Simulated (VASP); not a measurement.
The system is Ni.

```
Ni
1.0
     0.00000    1.71044    1.71044
     1.71044    0.00000    1.71044
     1.71044    1.71044    0.00000
Ni
1
Cartesian
  0.0000 0.0000 0.0000
```

Base run:

```yaml
Program: VASP 6.6.1
Functional: LDA
Potentials_or_basis: VASP PAW LDA potentials, release 64 (Ni)
Cutoff: 600 eV
k_mesh: 16 × 16 × 16
Occupations: methfessel-paxton, width 0.6 eV
Spin: no spin polarisation
```

Its results: band gap on the k mesh zero (band 5 reaches 10.32 eV, above the bottom of band 6 at 9.23 eV); pressure -0.5 GPa.

Problem. After a change of settings the same cell gave: band gap on the k mesh zero (band 5 reaches 10.32 eV, above the bottom of band 6 at 9.24 eV); pressure 0.1 GPa. Which change was it?
A. k mesh from 16 × 16 × 16 to 3 × 3 × 3; occupations from methfessel-paxton, width 0.6 eV to fermi-dirac, width 0.1 eV
B. cutoff from 600 eV to 520 eV; occupations from methfessel-paxton, width 0.6 eV to fermi-dirac, width 0.1 eV
C. k mesh from 16 × 16 × 16 to 6 × 6 × 6; occupations from methfessel-paxton, width 0.6 eV to fermi-dirac, width 0.1 eV
D. occupations from methfessel-paxton, width 0.6 eV to fermi-dirac, width 0.6 eV

Solution. B.

Caveats: the run has no spin polarisation, though such a crystal can be magnetic.
